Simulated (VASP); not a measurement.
# Sm2ZnTe3 (R-3m) in VASP: relaxation of cell and atoms with PBE

Aim: the relaxation of cell and atoms of Sm2ZnTe3 with PBE.

Program: VASP 6.6.1. These are calculated values, not measurements. Logs are shortened: lines on timing, memory, paths and dates and some standing lists are left out, and cuts for length are marked.

### 1 The cell of the first run

Symmetry: R-3m, No. 166, trigonal system. Conventional cell: a = 7.862 Å, b = 7.862 Å, c = 11.222 Å, α = 90.00°, β = 90.00°, γ = 120.00°. Within 3.9 Å of Sm (site symmetry 3m) lie 3 Te at 2.98 Å and 1 Sm at 3.61 Å and 1 Zn at 3.81 Å. Zn (site symmetry -3m) has 6 Te at 2.94 Å and 2 Sm at 3.81 Å within 3.9 Å. Te (site symmetry 2/m) has 2 Zn at 2.94 Å and 2 Sm at 2.98 Å and 4 Te at 3.93 Å within 4.0 Å.

The cell was built from a structure type or drawn by symmetry, and may not be a known phase.

### 2 Relaxation of cell and atoms, PBE

Contents of INCAR:

```
PREC = Accurate ; ENCUT = 500
EDIFF = 1E-7 ; ISMEAR = 0
SIGMA = 0.1 ; LREAL = F
LASPH = T ; NELM = 200
ALGO = Normal ; ISIF = 3
LWAVE = F ; LCHARG = F
GGA = PE ; IBRION = 2
NSW = 100 ; EDIFFG = -0.01
GGA_COMPAT = F ; NELMIN = 4
LMAXMIX = 6
```

Contents of KPOINTS:

```
regular mesh
0
Gamma
  6 6 6
```

Contents of POSCAR:

```
Sm2ZnTe3
1.0
    3.9309646186      2.2695434820      3.7406745933
   -3.9309646186      2.2695434820      3.7406745933
    0.0000000000     -4.5390869602      3.7406745956
Sm Zn Te
2 1 3
Direct
    0.6608622252      0.6608622252      0.6608622252
    0.3391377748      0.3391377748      0.3391377748
    0.0000000000      0.0000000000      0.0000000000
    0.0000000000      0.5000000000      0.0000000000
    0.5000000000      0.0000000000      0.0000000000
    0.0000000000      0.0000000000      0.5000000000
```

Potentials or basis: VASP PAW PBE potentials, release 64 (Sm_3, Zn, Te), 4f in core.

Command:

```
$ cat potpaw_PBE.64/Sm_3/POTCAR potpaw_PBE.64/Zn/POTCAR potpaw_PBE.64/Te/POTCAR > POTCAR
$ mpirun -np 1 vasp_std > vasp.out
```

OUTCAR:

```text
PREC = Accurate
   ENCUT = 500
   EDIFF = 1E-7
   ISMEAR = 0
   LREAL = F
   LASPH = T
   NELM = 200
   ISIF = 3
   GGA = PE
   IBRION = 2
   NSW = 100
   EDIFFG = -0.01
   NELMIN = 4

 ion  position               nearest neighbor table
   1  0.661  0.661  0.661-   4 2.98   5 2.98   6 2.98   2 3.61
   2  0.339  0.339  0.339-   4 2.98   5 2.98   6 2.98   1 3.61
   3  0.000  0.000  0.000-   4 2.94   5 2.94   4 2.94   5 2.94   6 2.94   6 2.94
   4  0.000  0.500  0.000-   3 2.94   3 2.94   1 2.98   2 2.98
   5  0.500  0.000  0.000-   3 2.94   3 2.94   1 2.98   2 2.98
   6  0.000  0.000  0.500-   3 2.94   3 2.94   1 2.98   2 2.98

  LATTYP: Found a trigonal (rhomboedric) cell.
 ALAT       =     5.8818327809
 COS(alpha) =     0.1066885131

  Lattice vectors:

 A1 = (   3.9309646186,   2.2695434820,   3.7406745933)
 A2 = (  -3.9309646186,   2.2695434820,   3.7406745933)
 A3 = (   0.0000000000,  -4.5390869602,   3.7406745956)

Analysis of symmetry for initial positions (statically):
=====================================================================
 Subroutine PRICEL returns:
 Original cell was already a primitive cell.

 Routine SETGRP: Setting up the symmetry group for a
 trigonal (rhombohedral) supercell.

 Subroutine GETGRP returns: Found 12 space group operations
 (whereof 12 operations were pure point group operations)
 out of a pool of 12 trial point group operations.

The static configuration has the point symmetry D_3d.

Analysis of symmetry for dynamics (positions and initial velocities):
=====================================================================
 Subroutine PRICEL returns:
 Original cell was already a primitive cell.

 Routine SETGRP: Setting up the symmetry group for a
 trigonal (rhombohedral) supercell.

 Subroutine GETGRP returns: Found 12 space group operations
 (whereof 12 operations were pure point group operations)
 out of a pool of 12 trial point group operations.

The dynamic configuration has the point symmetry D_3d.

 Subroutine INISYM returns: Found 12 space group operations
 (whereof 12 operations are pure point group operations),
 and found     1 'primitive' translations

----------------------------------------------------------------------------------------

                                     Primitive cell

  volume of cell :     200.2345

  direct lattice vectors                    reciprocal lattice vectors
     3.930964619  2.269543482  3.740674593     0.127195243  0.073436208  0.089110487
[... 104 lines left out ...]
   PSTRESS=    0.0 pullay stress
   NELECT =      52.0000    total number of electrons
   NUPDOWN=      -1.0000    fix difference up-down
   EMIN   =  10.00;   EMAX   =-10.00  energy-range for DOS
   EFERMI =   0.00;   METHOD = LEGACY
   ISMEAR =     0;   SIGMA  =   0.10  broadening in eV -4-tet -1-fermi 0-gaus
   EFERMI_NEDOS =   21; number of points for ismear=-14 and -15
   IALGO  =     38    algorithm
   IMIX   =      4    mixing-type and parameters
     AMIX     =   0.40;   BMIX     =  1.00
     AMIX_MAG =   1.60;   BMIX_MAG =  1.00
  volume/ion in A,a.u.               =      33.37       225.21
  Fermi-wavevector in a.u.,A,eV,Ry     =   1.044471  1.973764 14.842860  1.090919
  Thomas-Fermi vector in A             =   2.179225
   LORBIT       =      0    0 simple, 1 ext, 2 COOP (PROOUT), +10 PAW based schemes
   GGA     = PE    functional components
   LHFCALC =     F    Hartree Fock is set to
   AEXX    =    0.0000 exact exchange contribution
   IVDW    =     0    specifies the selected vdW correction
   LEPSILON=     F    determine dielectric tensor
   LRPA    =     F    only Hartree local field effects (RPA)
 conjugate gradient relaxation of ions
 non-spin polarized calculation
 Gauss-broadening in eV      SIGMA  =   0.10
  energy-cutoff  :      500.00
  volume of cell :      200.23
 maximum number of plane-waves:      5107
 NGX is ok and might be reduce to    48
   NGX = 21   NGY = 21   NGZ = 21

--------------------------------------- Ionic step        1  -------------------------------------------

 number of electron      51.9999988 magnetization

 Free energy of the ion-electron system (eV)
  ---------------------------------------------------
  ext. energy  EPLUGINS =         0.00000000
  ---------------------------------------------------
  free energy    TOTEN  =       -22.69347386 eV

  energy without entropy =      -22.66709737  energy(sigma->0) =      -22.68028561

------------------------ aborting loop because EDIFF is reached ----------------------------------------

  FORCE on cell =-STRESS in cart. coord.  units (eV):
  Direction    XX          YY          ZZ          XY          YZ          ZX
  --------------------------------------------------------------------------------------
  -------------------------------------------------------------------------------------
  Total        0.1045528      0.1045528      0.2509835      0.0000000      0.0000000      0.0000000
  in kB        0.8365799      0.8365799      2.0082465      0.0000000      0.0000000      0.0000000
  external PRESSURE =       1.2271354 kB  Pullay stress =       0.0000000 kB
[... 67 lines left out ...]
--------------------------------------- Ionic step        3  -------------------------------------------

 number of electron      51.9999988 magnetization

 Free energy of the ion-electron system (eV)
  ---------------------------------------------------
  ext. energy  EPLUGINS =         0.00000000
  ---------------------------------------------------
  free energy    TOTEN  =       -22.69373224 eV

  energy without entropy =      -22.66732744  energy(sigma->0) =      -22.68052984

 E-fermi :   4.5267     XC(G=0):  -9.0880

 val. band max:        4.5138235031   @ k =   0.5000   0.5000  -0.0000
 cond. band min:       4.5272066053   @ k =   0.1667   0.0000   0.0000
 fundamental gap:      0.0133831022
 Fermi energy:         4.5267237530

 k-point     1 :       0.0000    0.0000    0.0000
  band No.  band energies     occupation
      1     -37.8538      2.00000
      2     -37.8370      2.00000
      3     -17.3116      2.00000
      4     -17.3116      2.00000
      5     -17.3009      2.00000
      6     -17.3009      2.00000
[... 805 lines left out ...]
     30       5.6982      0.00000
     31       6.0762      0.00000

 [... further k-points ...]

------------------------ aborting loop because EDIFF is reached ----------------------------------------

  FORCE on cell =-STRESS in cart. coord.  units (eV):
  Direction    XX          YY          ZZ          XY          YZ          ZX
  --------------------------------------------------------------------------------------
  -------------------------------------------------------------------------------------
  Total       -0.0336131     -0.0336131      0.0346589      0.0000000      0.0000000      0.0000000
  in kB       -0.2682364     -0.2682364      0.2765825      0.0000000      0.0000000      0.0000000
  external PRESSURE =      -0.0866301 kB  Pullay stress =       0.0000000 kB
[... 21 lines left out ...]
  FREE ENERGIE OF THE ION-ELECTRON SYSTEM (eV)
  ---------------------------------------------------
  free  energy   TOTEN  =       -22.6937322392 eV

  energy  without entropy=      -22.6673274383  energy(sigma->0) =      -22.68052984

 reached required accuracy - stopping structural energy minimisation
```

CONTCAR:

```text
Sm2ZnTe3
   1.00000000000000
     3.9333566994393983    2.2709245505184197    3.7461389144560684
    -3.9333566994393983    2.2709245505184197    3.7461389144560684
     0.0000000000000000   -4.5418490972312826    3.7461389167574599
  Sm              Zn              Te
     2     1     3
Direct
     0.6607941822058474    0.6607941822058474    0.6607941822058474
     0.3392058177941526    0.3392058177941526    0.3392058177941526
     0.0000000000000000    0.0000000000000000    0.0000000000000000
     0.0000000000000000    0.5000000000000000    0.0000000000000000
     0.5000000000000000    0.0000000000000000    0.0000000000000000
     0.0000000000000000    0.0000000000000000    0.5000000000000000

  0.00000000E+00  0.00000000E+00  0.00000000E+00
  0.00000000E+00  0.00000000E+00  0.00000000E+00
  0.00000000E+00  0.00000000E+00  0.00000000E+00
  0.00000000E+00  0.00000000E+00  0.00000000E+00
  0.00000000E+00  0.00000000E+00  0.00000000E+00
  0.00000000E+00  0.00000000E+00  0.00000000E+00
```

Wall time 3.7 min (1 thread of Intel Xeon 6975P-C (Granite Rapids), shared host); peak memory 0.47 GiB.

Results:

```yaml
Free_energy: -22.6937 eV
Relaxed_volume: 33.46 Å³/atom
Relaxed_cell: a = 5.887 Å, b = 5.887 Å, c = 5.887 Å, α = 83.84°, β = 83.84°, γ = 83.84°
Space_group_after_relaxing_to_0.1_Å: R-3m (No. 166)
Energy_gained_by_relaxing: 0.0 meV/atom
Ionic_steps: 3
Pressure_after_relaxing: 0.0 GPa
Band_gap_on_the_k_mesh: zero (bands 26 and 27 overlap by 0.63 eV)
```

Step by step:
```
step  energy change (eV)  largest force (eV/Å)  pressure (GPa)  volume (Å³)
   1              0.0000                0.0218            0.12       200.23
   2             -0.0002                0.0109           -0.05       200.98
   3             -0.0003                0.0018           -0.01       200.77
```

Final structure:
```yaml
crystal:
  lattice:
    - [3.93336, 2.27092, 3.74614]
    - [-3.93336, 2.27092, 3.74614]
    - [0.00000, -4.54185, 3.74614]
  atoms:
    - { symbol: Sm, position: [0.66079, 0.66079, 0.66079] }
    - { symbol: Sm, position: [0.33921, 0.33921, 0.33921] }
    - { symbol: Zn, position: [0.00000, 0.00000, 0.00000] }
    - { symbol: Te, position: [0.00000, 0.50000, 0.00000] }
    - { symbol: Te, position: [0.50000, 0.00000, 0.00000] }
    - { symbol: Te, position: [0.00000, 0.00000, 0.50000] }
```

Caveat: spin-orbit coupling is left out, which moves the levels of the heavy elements; the 4f electrons are frozen in the core, so they carry no moment and show no levels. Spin polarisation is off, so any magnetic state and its effect on volume and gap are missing.
